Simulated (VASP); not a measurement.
Write the native input for VASP 6.6.1 that does the following.

* Task: single point
* Functional: PBE
* Potentials or basis: VASP PAW PBE potentials, release 64 (Al, O)
* Cutoff: 520 eV
* k mesh: 5 × 5 × 1
* Occupations: gaussian, width 0.1 eV
* Spin: collinear spin, ferromagnetic start
* Starting moments: [0.0, 0.0, 0.0, 0.0, 0.0, 0.0, 0.0, 0.0, 0.0, 0.0, 0.0, 0.0, 2.0] μB
* Dipole correction: yes
* Further INCAR settings: ALGO = Normal; EDIFF = 1e-07; NBANDS = 37

The structure of Al12O lies in POSCAR:

```
Al12O
1.0
    5.7143028096      0.0000000000      0.0000000000
    0.0000000000      5.7143028096      0.0000000000
    0.0000000000      0.0000000000     21.1750228481
Al O
12 1
Direct
    0.2500000000      0.2500000000      0.1889018033
    0.2500000000      0.7500000000      0.1889018033
    0.7500000000      0.2500000000      0.1889018033
    0.7500000000      0.7500000000      0.1889018033
    0.0000000000      0.0000000000      0.2873686073
    0.0000000000      0.5000000000      0.2873686073
    0.5000000000      0.0000000000      0.2873686073
    0.5000000000      0.5000000000      0.2873686073
    0.2500000000      0.2500000000      0.3860691394
    0.2500000000      0.7500000000      0.3860691394
    0.7500000000      0.2500000000      0.3860691394
    0.7500000000      0.7500000000      0.3860691394
    0.5000000000      0.5000000000      0.3992922656
```

These files were run (other wordings do the same):

INCAR

```
  ALGO = Normal
  DIPOL = 0.5 0.5 0.296
  EDIFF = 1E-7
  ENCUT = 520
  GGA = PE
  IDIPOL = 3
  ISIF = 2
  ISMEAR = 0
  ISPIN = 2
  LASPH = T
  LCHARG = F
  LDIPOL = T
  LORBIT = 11
  LREAL = F
  LWAVE = F
  MAGMOM = 0 0 0 0 0 0 0 0 0 0 0 0 2
  NBANDS = 37
  NELM = 150
  PREC = Accurate
  SIGMA = 0.1
```

KPOINTS

```
k-points
0
Gamma
  5 5 1
```

Potentials or basis: VASP PAW PBE potentials, release 64 (Al, O).

Command:

```console
$ cat potpaw_PBE.64/Al/POTCAR potpaw_PBE.64/O/POTCAR > POTCAR
$ mpirun -np 1 vasp_std > vasp.out
```

Results of the run:

| Property | Result |
| --- | --- |
| Largest force | 0.838 eV/Å |
| Band gap on the k mesh | zero (filled and empty bands overlap) |
| Net moment | 0.00 μB per cell |
| Valence electrons inside the program's atomic spheres | Al 0.76, 0.77, 0.75, 0.73 (each value once); O 5.03 |

Run time: 9.3 min on 1 thread of Intel(R) Xeon(R) 6975P-C (Granite Rapids), with other jobs on the host, peak memory 0.91 GiB.
